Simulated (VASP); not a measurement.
The system is H.

```
CELL_PARAMETERS angstrom
-1.69153 1.69153 2.05847
1.69153 -1.69153 2.05847
1.69153 1.69153 -2.05847
ATOMIC_POSITIONS crystal
H 0.09014 0.09014 0.00000
H 0.90986 0.90986 0.00000
```

Base run:

```yaml
Program: VASP 6.6.1
Functional: PBE-based screened hybrid with 50 % exact exchange
Potentials_or_basis: VASP PAW PBE potentials, release 64 (H)
Cutoff: 520 eV
k_mesh: 6 × 6 × 6
Occupations: fermi-dirac, width 0.05 eV
Spin: no spin polarisation
```

Its results: band gap on the k mesh 12.10 eV (least direct gap 13.01 eV); pressure 0.0 GPa; largest force 0.092 eV/Å.

Task: The run is repeated on the same cell with these changes: functional from PBE-based screened hybrid with 50 % exact exchange to PBE-based screened hybrid with 10 % exact exchange; share of exact exchange from 0.5 to 0.1. What comes out?

Result: Band gap on the k mesh 9.56 eV (least direct gap 10.39 eV); pressure 0.5 GPa; largest force 0.190 eV/Å.

Caveats: this functional lacks dispersion, which holds the molecules together, so the pressure and a relaxed volume are unreliable; the PAW data sets were made with another functional, which shifts forces and pressure a little.

A k mesh can miss the band edges.
